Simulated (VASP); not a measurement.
SiO2, 12 atoms in the cell. Symmetry: Fddd, No. 70, orthorhombic system. Conventional cell: a = 4.096 Å, b = 8.628 Å, c = 14.929 Å, α = 90.00°, β = 90.00°, γ = 90.00°. Si (site symmetry 2) has 4 O at 1.53 to 1.58 Å within 2.0 Å. Within 2.0 Å of O (site symmetry -1) lie 2 Si at 1.53 Å. O (site symmetry 2) has 2 Si at 1.58 Å within 2.1 Å. 

```yaml
Program: VASP 6.6.1
Task: single point
Functional: LDA
Potentials_or_basis: VASP PAW LDA potentials, release 64 (Si, O)
Cutoff: 520 eV
k_mesh: 6 × 6 × 6
Occupations: gaussian, width 0.02 eV
Spin: no spin polarisation
Dipole_correction: no
Further_INCAR_settings: ALGO = Normal; EDIFF = 1e-06; NBANDS = 44
```

Potentials or basis: VASP PAW LDA potentials, release 64 (Si, O).

The run is started by

```console
$ cat potpaw_LDA.64/Si/POTCAR potpaw_LDA.64/O/POTCAR > POTCAR
$ mpirun -np 1 vasp_std > vasp.out
```

Hardware: 1 thread of Oxide Virtual Turin-like Processor (shared host).

Question: Estimate the wall time of this run.

Answer: It took 15 min on 1 thread of Oxide Virtual Turin-like Processor, on a shared host, peak memory 0.35 GiB. Counts: scf iterations 14, k points 46.
